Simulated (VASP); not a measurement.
# Mo (Im-3m) in VASP: further runs

Runs on Mo. Level: r2SCAN. Tasks: single point.

Everything below comes from runs of VASP 6.6.1. Logs are shortened: lines on timing, memory, paths and dates and some standing lists are left out, and cuts for length are marked.

## (1) The cell of the first run

The structure is cubic, space group Im-3m (No. 229). The conventional cell has a = 3.086 Å, b = 3.086 Å, c = 3.086 Å, α = 90.00°, β = 90.00°, γ = 90.00°. Mo (site symmetry m-3m) has 14 Mo at 2.67 to 3.09 Å within 3.5 Å.

## (2) Single point, r2SCAN (14.70 Å³/atom)

The input, POSCAR:

```
Mo
1.0
   -1.5430792842      1.5430792842      1.5430792842
    1.5430792842     -1.5430792842      1.5430792842
    1.5430792842      1.5430792842     -1.5430792842
Mo
1
Direct
    0.0000000000      0.0000000000      0.0000000000
```

The input, INCAR.step1:

```
SYSTEM = Mo
PREC     = Accurate       ! precision mode
ENCUT    = 520            ! plane-wave cutoff, eV
ISMEAR   = 0              ! smearing method
SIGMA    = 0.1            ! smearing width, eV
LREAL    = .False.        ! projectors in reciprocal space
LASPH    = .True.         ! aspherical terms in the spheres
NELM     = 80             ! most SCF steps
NBANDS   = 13             ! bands
GGA      = PE             ! functional
ALGO     = Normal         ! electronic algorithm
EDIFF    = 1E-4           ! SCF threshold, eV
LWAVE    = .True.         ! write WAVECAR
LCHARG   = .False.        ! write CHGCAR
```

The input, INCAR.step2:

```
SYSTEM = Mo
PREC     = Accurate       ! precision mode
ENCUT    = 520            ! plane-wave cutoff, eV
EDIFF    = 1E-6           ! SCF threshold, eV
ISMEAR   = 0              ! smearing method
SIGMA    = 0.1            ! smearing width, eV
LREAL    = .False.        ! projectors in reciprocal space
LASPH    = .True.         ! aspherical terms in the spheres
NELM     = 80             ! most SCF steps
ALGO     = Normal         ! electronic algorithm
ISIF     = 2              ! what is computed and relaxed
LWAVE    = .False.        ! write WAVECAR
LCHARG   = .True.         ! write CHGCAR
METAGGA  = R2SCAN         ! meta-GGA
LMIXTAU  = .True.       
LELF     = .True.         ! ELF
LVHAR    = .True.       
NBANDS   = 13             ! bands
ISTART   = 1
```

The input, KPOINTS:

```
Automatic mesh
0
Gamma
  18 18 18
  0 0 0
```

Potentials or basis: VASP PAW PBE potentials, release 64 (Mo_sv).

Started as:

```sh
cat potpaw_PBE.64/Mo_sv/POTCAR > POTCAR
cp INCAR.step1 INCAR
mpirun -np 1 vasp_std > vasp.out
cp INCAR.step2 INCAR
mpirun -np 1 vasp_std > vasp.out
```

OUTCAR:

```text
SYSTEM = Mo
   PREC = Accurate
   ENCUT = 520
   EDIFF = 1E-6
   ISMEAR = 0
   LREAL = .False.
   LASPH = .True.
   NELM = 80
   ISIF = 2
   METAGGA = R2SCAN
   ISTART = 1

 ion  position               nearest neighbor table
   1  0.000  0.000  0.000-

  LATTYP: Found a body centered cubic cell.
 ALAT       =     3.0861585684

  Lattice vectors:

 A1 = (  -1.5430792842,   1.5430792842,   1.5430792842)
 A2 = (   1.5430792842,  -1.5430792842,   1.5430792842)
 A3 = (   1.5430792842,   1.5430792842,  -1.5430792842)

Analysis of symmetry for initial positions (statically):
=====================================================================
 Subroutine PRICEL returns:
 Original cell was already a primitive cell.

 Routine SETGRP: Setting up the symmetry group for a
 body centered cubic supercell.

 Subroutine GETGRP returns: Found 48 space group operations
 (whereof 48 operations were pure point group operations)
 out of a pool of 48 trial point group operations.

The static configuration has the point symmetry O_h .

Analysis of symmetry for dynamics (positions and initial velocities):
=====================================================================
 Subroutine PRICEL returns:
 Original cell was already a primitive cell.

 Routine SETGRP: Setting up the symmetry group for a
 body centered cubic supercell.

 Subroutine GETGRP returns: Found 48 space group operations
 (whereof 48 operations were pure point group operations)
 out of a pool of 48 trial point group operations.

The dynamic configuration has the point symmetry O_h .

 Subroutine INISYM returns: Found 48 space group operations
 (whereof 48 operations are pure point group operations),
 and found     1 'primitive' translations

----------------------------------------------------------------------------------------

                                     Primitive cell

  volume of cell :      14.6969

  direct lattice vectors                    reciprocal lattice vectors
    -1.543079284  1.543079284  1.543079284     0.000000000  0.324027420  0.324027420
     1.543079284 -1.543079284  1.543079284     0.324027420  0.000000000  0.324027420
     1.543079284  1.543079284 -1.543079284     0.324027420  0.324027420  0.000000000

  length of vectors
     2.672691720  2.672691720  2.672691720     0.458243973  0.458243973  0.458243973

  position of ions in fractional coordinates (direct lattice)
     0.000000000  0.000000000  0.000000000

  ion indices of the primitive-cell ions
   primitive index   ion index
                 1           1

----------------------------------------------------------------------------------------

 KPOINTS: Automatic mesh

Automatic generation of k-mesh.
 Grid dimensions read from file:
 generate k-points for:   18   18   18

 Generating k-lattice:

  Cartesian coordinates                     Fractional coordinates (reciprocal lattice)
     0.000000000  0.018001523  0.018001523     0.055555556  0.000000000  0.000000000
     0.018001523  0.000000000  0.018001523     0.000000000  0.055555556  0.000000000
     0.018001523  0.018001523  0.000000000     0.000000000  0.000000000  0.055555556

  Length of vectors
     0.025457998  0.025457998  0.025457998

  Shift w.r.t. Gamma in fractional coordinates (k-lattice)
     0.000000000  0.000000000  0.000000000

 Subroutine IBZKPT returns following result:
 ===========================================

 Found    195 irreducible k-points:

 Following reciprocal coordinates:
            Coordinates               Weight
  0.000000  0.000000  0.000000      1.000000
  0.055556  0.000000  0.000000     12.000000
  0.111111  0.000000  0.000000     12.000000
  0.166667  0.000000  0.000000     12.000000
  0.222222  0.000000  0.000000     12.000000
  0.277778  0.000000  0.000000     12.000000
[... 16 lines left out ...]
  0.333333  0.111111  0.000000     48.000000
  0.388889  0.111111 -0.000000     48.000000
 [... further k-points ...]
   k-points           NKPTS =    195   k-points in BZ     NKDIM =    195   number of bands    NBANDS=     13
   number of dos      NEDOS =    301   number of ions     NIONS =      1
   total plane-waves  NPLWV =   8000
   dimension x,y,z NGX =    20 NGY =   20 NGZ =   20
   dimension x,y,z NGXF=    40 NGYF=   40 NGZF=   40
   ions per type =               1
   NGX,Y,Z   is equivalent  to a cutoff of  12.44, 12.44, 12.44 a.u.
   NGXF,Y,Z  is equivalent  to a cutoff of  24.88, 24.88, 24.88 a.u.
 SYSTEM =  Mo
   PREC   = accura    normal or accurate (medium, high low for compatibility)
   ISTART =      1    job   : 0-new  1-cont  2-samecut
   ICHARG =      0    charge: 1-file 2-atom 10-const
   ISPIN  =      1    spin polarized calculation?
   LNONCOLLINEAR =      F non collinear calculations
   LSORBIT =      F    spin-orbit coupling
   LASPH  =      T    aspherical Exc in radial PAW
   ENCUT  =  520.0 eV  38.22 Ry    6.18 a.u.   4.97  4.97  4.97*2*pi/ulx,y,z
[... 22 lines left out ...]
  volume/ion in A,a.u.               =      14.70        99.18
  Fermi-wavevector in a.u.,A,eV,Ry     =   1.610804  3.043978 35.302879  2.594688
  Thomas-Fermi vector in A             =   2.706295
   LORBIT       =      0    0 simple, 1 ext, 2 COOP (PROOUT), +10 PAW based schemes
   METAGGA = R2SCAN    functional components
   LHFCALC =     F    Hartree Fock is set to
   AEXX    =    0.0000 exact exchange contribution
   IVDW    =     0    specifies the selected vdW correction
   LEPSILON=     F    determine dielectric tensor
   LRPA    =     F    only Hartree local field effects (RPA)
 non-spin polarized calculation
 Gauss-broadening in eV      SIGMA  =   0.10
  energy-cutoff  :      520.00
  volume of cell :       14.70
 maximum number of plane-waves:       410
   NGX =  9   NGY =  9   NGZ =  9

 number of electron      13.9999997 magnetization

 Free energy of the ion-electron system (eV)
  ---------------------------------------------------
  ext. energy  EPLUGINS =         0.00000000
  ---------------------------------------------------
  free energy    TOTEN  =       -26.01663440 eV

  energy without entropy =      -26.01474261  energy(sigma->0) =      -26.01568851

 E-fermi :  13.6036     XC(G=0): -15.0328

 val. band max:       13.5763613636   @ k =  -0.3889   0.4444   0.2778
 cond. band min:      13.6395941022   @ k =  -0.3333   0.3889   0.2778
 fundamental gap:      0.0632327386
 Fermi energy:        13.6035634505

 k-point     1 :       0.0000    0.0000    0.0000
  band No.  band energies     occupation
      1     -49.6731      2.00000
      2     -21.9768      2.00000
      3     -21.9768      2.00000
      4     -21.9768      2.00000
      5       5.7273      2.00000
      6      12.0237      2.00000
      7      12.0237      2.00000
      8      12.0237      2.00000
      9      15.5886      0.00000
     10      15.5886      0.00000
     11      29.1485      0.00000
     12      29.1485      0.00000
     13      29.1485      0.00000

 k-point     2 :       0.0556    0.0000    0.0000
  band No.  band energies     occupation
      1     -49.6621      2.00000
      2     -22.0363      2.00000
      3     -21.9947      2.00000
      4     -21.9773      2.00000
      5       5.8822      2.00000
      6      11.9328      2.00000
      7      12.0079      2.00000
      8      12.1694      2.00000
      9      15.4475      0.00000
     10      15.5887      0.00000
     11      29.2705      0.00000
     12      29.4098      0.00000
     13      29.4776      0.00000

 k-point     3 :       0.1111    0.0000    0.0000
  band No.  band energies     occupation
      1     -49.6305      2.00000
      2     -22.2058      2.00000
      3     -22.0461      2.00000
      4     -21.9789      2.00000
      5       6.3215      2.00000
      6      11.6808      2.00000
      7      11.9417      2.00000
      8      12.6003      2.00000
      9      15.1390      0.00000
     10      15.5961      0.00000
     11      29.5691      0.00000
     12      30.1703      0.00000
     13      30.3041      0.00000
[... 305 lines left out ...]
 k-point    23 :       0.3333    0.1111    0.0000
  band No.  band energies     occupation
      1     -49.3306      2.00000
      2     -23.5594      2.00000
      3     -22.5412      2.00000
      4     -22.0710      2.00000
      5       8.2266      2.00000
      6      10.0041      2.00000
      7      12.9606      2.00000
      8      15.2904      0.00000
      9      16.4966      0.00000
     10      18.6941      0.00000
     11      27.4135      0.00000
     12      28.3153      0.00000
     13      33.3731      0.00000

 k-point    24 :       0.3889    0.1111   -0.0000
  band No.  band energies     occupation
      1     -49.2992      2.00000
      2     -23.6852      2.00000
      3     -22.6005      2.00000
      4     -22.0739      2.00000
      5       8.0532      2.00000
      6       9.8592      2.00000
      7      13.6599      0.42588
      8      15.4436      0.00000
      9      16.7676      0.00000
     10      19.6724      0.00000
     11      26.7183      0.00000
     12      27.3241      0.00000
     13      32.3511      0.00000

 [... further k-points ...]

------------------------ aborting loop because EDIFF is reached ----------------------------------------

  FORCE on cell =-STRESS in cart. coord.  units (eV):
  Direction    XX          YY          ZZ          XY          YZ          ZX
  --------------------------------------------------------------------------------------
  -------------------------------------------------------------------------------------
  Total        1.8862467      1.8862467      1.8862467      0.0000000     -0.0000000      0.0000000
  in kB      205.6290033    205.6290033    205.6290033      0.0000000     -0.0000000      0.0000000
  external PRESSURE =     205.6290033 kB  Pullay stress =       0.0000000 kB

 VOLUME and BASIS-vectors are now :
 -----------------------------------------------------------------------------
  energy-cutoff  :      520.00
  volume of cell :       14.70
      direct lattice vectors                 reciprocal lattice vectors
    -1.543079284  1.543079284  1.543079284     0.000000000  0.324027420  0.324027420
     1.543079284 -1.543079284  1.543079284     0.324027420  0.000000000  0.324027420
     1.543079284  1.543079284 -1.543079284     0.324027420  0.324027420  0.000000000

 POSITION                                       TOTAL-FORCE (eV/Angst)
 -----------------------------------------------------------------------------------
      0.00000      0.00000      0.00000         0.000000     -0.000000      0.000000
 -----------------------------------------------------------------------------------
    total drift:                                0.000000     -0.000000      0.000000

  FREE ENERGIE OF THE ION-ELECTRON SYSTEM (eV)
  ---------------------------------------------------
  free  energy   TOTEN  =       -26.0166344025 eV

  energy  without entropy=      -26.0147426094  energy(sigma->0) =      -26.01568851
```

It took 70 s on 1 thread of Intel Xeon 6975P-C (Granite Rapids), shared host; peak memory 0.15 GiB.

Results:

```yaml
Free_energy: -26.0166 eV
Pressure: 20.6 GPa
Band_gap_on_the_k_mesh: zero (bands 7 and 8 overlap by 6.06 eV)
```

Caveat: the cell stands under pressure; the PAW data sets were made with another functional, which shifts forces and pressure a little.

## (3) Single point, r2SCAN (15.17 Å³/atom)

This run uses another cell than the first one, of 15.17 Å³/atom.

The input, POSCAR:

```
Mo
1.0
   -1.5593234177      1.5593234177      1.5593234177
    1.5593234177     -1.5593234177      1.5593234177
    1.5593234177      1.5593234177     -1.5593234177
Mo
1
Direct
    0.0000000000      0.0000000000      0.0000000000
```

The input, INCAR.step1:

```
PREC     = Accurate       # precision mode
ENCUT    = 520            # plane-wave cutoff, eV
ISMEAR   = 0              # smearing method
SIGMA    = 0.1            # smearing width, eV
LREAL    = F              # projectors in reciprocal space
LASPH    = T              # aspherical terms in the spheres
NELM     = 80             # most SCF steps
NBANDS   = 13             # bands
GGA      = PE             # functional
ALGO     = Normal         # electronic algorithm
EDIFF    = 1E-4           # SCF threshold, eV
LWAVE    = T              # write WAVECAR
LCHARG   = F              # write CHGCAR
```

The input, INCAR.step2:

```
PREC     = Accurate       # precision mode
ENCUT    = 520            # plane-wave cutoff, eV
EDIFF    = 1E-6           # SCF threshold, eV
ISMEAR   = 0              # smearing method
SIGMA    = 0.1            # smearing width, eV
LREAL    = F              # projectors in reciprocal space
LASPH    = T              # aspherical terms in the spheres
NELM     = 80             # most SCF steps
ALGO     = Normal         # electronic algorithm
ISIF     = 2              # what is computed and relaxed
LWAVE    = F              # write WAVECAR
LCHARG   = F              # write CHGCAR
METAGGA  = R2SCAN         # meta-GGA
LMIXTAU  = T            
NBANDS   = 13             # bands
ISTART   = 1
```

The input, KPOINTS:

```
Automatic mesh
0
Gamma
  18 18 18
```

Potentials or basis: VASP PAW PBE potentials, release 64 (Mo_sv).

Started as:

```sh
cat potpaw_PBE.64/Mo_sv/POTCAR > POTCAR
cp INCAR.step1 INCAR
mpirun -np 1 vasp_std > vasp.out
cp INCAR.step2 INCAR
mpirun -np 1 vasp_std > vasp.out
```

Wall time 64 s (1 thread of Intel Xeon 6975P-C (Granite Rapids), shared host); peak memory 0.15 GiB.

It converged, with:

```
Free energy            : -26.0611 eV
Pressure               : 10.1 GPa
Band gap on the k mesh : zero (bands 7 and 8 overlap by 5.80 eV)
```

Levels at points of the mesh, in eV from the Fermi level:
```
           k point  band 4  band 5  band 6  band 7  band 8  band 9  band 10  band 11
(0.00, 0.00, 0.00)  -35.65   -7.78   -1.50   -1.50   -1.50    1.94     1.94    15.51
(0.50, 0.00, 0.00)  -35.66   -5.81   -3.76    1.69    1.94    2.67     5.13    12.55
(0.50, 0.50, 0.50)  -36.78   -5.92   -5.92    4.30    4.30    4.30     9.71     9.71
```

Caveat: the cell stands under pressure; the PAW data sets were made with another functional, which shifts forces and pressure a little.

## (4) Single point, r2SCAN

This run uses another cell than the first one, of 15.58 Å³/atom.

The input, POSCAR:

```
Mo
1.0
   -1.5734150000      1.5734150000      1.5734150000
    1.5734150000     -1.5734150000      1.5734150000
    1.5734150000      1.5734150000     -1.5734150000
Mo
1
Direct
    0.0000000000      0.0000000000      0.0000000000
```

The input, INCAR.step1:

```
SYSTEM = Mo
ALGO = Normal
EDIFF = 1E-4
ENCUT = 520
GGA = PE
ISMEAR = 0
LASPH = .True.
LCHARG = .False.
LREAL = .False.
LWAVE = .True.
NBANDS = 13
NELM = 60
PREC = Accurate
SIGMA = 0.1
```

The input, INCAR.step2:

```
SYSTEM = Mo
ALGO = Normal
EDIFF = 1E-6
ENCUT = 520
ISIF = 2
ISMEAR = 0
ISTART = 1
LASPH = .True.
LCHARG = .False.
LMIXTAU = .True.
LREAL = .False.
LWAVE = .False.
METAGGA = R2SCAN
NBANDS = 13
NELM = 60
PREC = Accurate
SIGMA = 0.1
```

The input, KPOINTS:

```
k-points
0
Gamma
  18 18 18
  0 0 0
```

Started as:

```sh
cat potpaw_PBE.64/Mo_sv/POTCAR > POTCAR
cp INCAR.step1 INCAR
mpirun -np 1 vasp_std > vasp.out
cp INCAR.step2 INCAR
mpirun -np 1 vasp_std > vasp.out
```

Wall time 66 s (1 thread of Intel Xeon 6975P-C (Granite Rapids), shared host); peak memory 0.15 GiB.

It converged, with:

```
Free energy            : -26.0767 eV
Pressure               : 2.1 GPa
Band gap on the k mesh : zero (bands 7 and 8 overlap by 5.59 eV)
```

Levels at points of the mesh, in eV from the Fermi level:
| k point | band 5 | band 6 | band 7 | band 8 | band 9 | band 10 |
| --- | --- | --- | --- | --- | --- | --- |
| (0.00, 0.00, 0.00) | -7.69 | -1.44 | -1.44 | -1.44 | 1.90 | 1.90 |
| (0.50, 0.00, 0.00) | -5.63 | -3.61 | 1.58 | 1.88 | 2.59 | 4.94 |
| (0.50, 0.50, 0.50) | -5.69 | -5.69 | 4.15 | 4.15 | 4.15 | 9.49 |

Caveat: the PAW data sets were made with another functional, which shifts forces and pressure a little.

## (5) Single point, r2SCAN

This run uses another cell than the first one, of 15.63 Å³/atom.

The input, POSCAR:

```
Mo
1.0
   -1.5752359802      1.5752359802      1.5752359802
    1.5752359802     -1.5752359802      1.5752359802
    1.5752359802      1.5752359802     -1.5752359802
Mo
1
Direct
    0.0000000000      0.0000000000      0.0000000000
```

The input, INCAR.step1:

```
PREC     = Accurate       # precision mode
ENCUT    = 520            # plane-wave cutoff, eV
ISMEAR   = 0              # smearing method
SIGMA    = 0.1            # smearing width, eV
LREAL    = F              # projectors in reciprocal space
LASPH    = T              # aspherical terms in the spheres
NELM     = 60             # most SCF steps
NBANDS   = 13             # bands
GGA      = PE             # functional
ALGO     = Normal         # electronic algorithm
EDIFF    = 1E-4           # SCF threshold, eV
LWAVE    = T              # write WAVECAR
LCHARG   = F              # write CHGCAR
```

The input, INCAR.step2:

```
PREC     = Accurate       # precision mode
ENCUT    = 520            # plane-wave cutoff, eV
EDIFF    = 1E-6           # SCF threshold, eV
ISMEAR   = 0              # smearing method
SIGMA    = 0.1            # smearing width, eV
LREAL    = F              # projectors in reciprocal space
LASPH    = T              # aspherical terms in the spheres
NELM     = 60             # most SCF steps
ALGO     = Normal         # electronic algorithm
ISIF     = 2              # what is computed and relaxed
LWAVE    = F              # write WAVECAR
LCHARG   = F              # write CHGCAR
METAGGA  = R2SCAN         # meta-GGA
LMIXTAU  = T            
NBANDS   = 13             # bands
ISTART   = 1
```

The input, KPOINTS:

```
regular mesh
0
Gamma
  18 18 18
```

Started as:

```sh
cat potpaw_PBE.64/Mo_sv/POTCAR > POTCAR
cp INCAR.step1 INCAR
mpirun -np 1 vasp_std > vasp.out
cp INCAR.step2 INCAR
mpirun -np 1 vasp_std > vasp.out
```

Run time: 65 s. Hardware: 1 thread of Intel Xeon 6975P-C (Granite Rapids), shared host; peak memory 0.15 GiB.

It converged, with:

- Free energy: -26.0773 eV
- Pressure: 1.1 GPa
- Band gap on the k mesh: zero (bands 7 and 8 overlap by 5.56 eV)

Levels at points of the mesh, in eV from the Fermi level:
| k point | band 3 | band 4 | band 5 | band 6 | band 7 | band 8 | band 9 | band 10 | band 11 | band 12 |
| --- | --- | --- | --- | --- | --- | --- | --- | --- | --- | --- |
| (0.00, 0.00, 0.00) | -35.71 | -35.71 | -7.67 | -1.44 | -1.44 | -1.44 | 1.90 | 1.90 | 15.48 | 15.48 |
| (0.50, 0.00, 0.00) | -36.19 | -35.72 | -5.61 | -3.60 | 1.57 | 1.88 | 2.58 | 4.91 | 12.23 | 12.50 |
| (0.50, 0.50, 0.50) | -36.74 | -36.74 | -5.66 | -5.66 | 4.13 | 4.13 | 4.13 | 9.46 | 9.46 | 9.46 |

Caveat: the PAW data sets were made with another functional, which shifts forces and pressure a little.

## (6) Summary

| cell | gap on the mesh (eV) | pressure (GPa) |
| --- | --- | --- |
| a = 2.673 Å, angles 109.5°, 1 atom | none | 20.6 |
| a = 2.701 Å, angles 109.5°, 1 atom | none | 10.1 |
| a = 2.725 Å, angles 109.5°, 1 atom | none | 2.1 |
| a = 2.728 Å, angles 109.5°, 1 atom | none | 1.1 |

Alike in all rows: task single point; level r2SCAN; potentials or basis VASP PAW PBE potentials, release 64 (Mo_sv); no spin polarisation; k mesh 18 × 18 × 18; cutoff (eV) 520; smearing gaussian 0.1 eV.

Caveats: the PAW data sets were made with another functional, which shifts forces and pressure a little; the cell stands under pressure (at least some runs).

Absolute energies hang on the potentials; compare differences alone.
